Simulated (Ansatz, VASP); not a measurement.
# ZnCd2Se2S: VASP beside Ansatz

```
CELL_PARAMETERS angstrom
-4.21180 0.00296 -0.00231
-0.00526 7.26358 -0.00444
2.10161 -1.20593 -10.35056
ATOMIC_POSITIONS crystal
Zn 0.60372 0.86669 0.20661
Zn 0.10523 0.36652 0.20642
Cd 0.77126 0.59131 0.54561
Cd 0.27345 0.09168 0.54587
Cd 0.93680 0.97941 0.87442
Cd 0.43621 0.47964 0.87487
Se 0.72402 0.90894 0.44637
Se 0.22249 0.40877 0.44615
Se 0.56820 0.52136 0.13369
Se 0.06718 0.02137 0.13346
S 0.89486 0.63191 0.79223
S 0.39565 0.13208 0.79239
```

Change from the starting cell: cell x2, atoms moved at random (sigma 0.05 Å) and cell strained at random (1.5 %), then relaxed without symmetry.

Alike in both runs: functional PBE; k mesh 4 × 2 × 4; occupations gaussian, width 0.1 eV; no spin polarisation.

Ansatz relaxed the structure, and its values are those at the end. VASP's run is a single point on that final structure, the one shown.

|  | VASP | Ansatz |
| --- | --- | --- |
| version | VASP 6.6.1 | Ansatz 0.2.0 |
| potentials or method | VASP PAW PBE potentials, release 64 (Zn, Cd, Se, S), cutoff 520 eV | scalar-relativistic, plane waves, PAW |
| valence electrons in the cell | 108 | 180 |

|  | VASP | Ansatz | Ansatz less VASP |
| --- | --- | --- | --- |
| gap on the k mesh at the Fermi level (eV) | 0.66 | 0.66 | +0.002 |
| least direct gap on the mesh (eV) | 0.66 | 0.66 | +0.002 |
| pressure (GPa) | 0.3 | 0.0 | -0.26 |
| rms of the force components (eV/Å) | 0.008 | 0.006 | -0.0022 |

VASP's potentials hold 108 valence electrons a cell and Ansatz's 180, so a difference there can come from the potentials and not from the codes.

The k mesh is coarse, so the values compare programs but aren't converged.
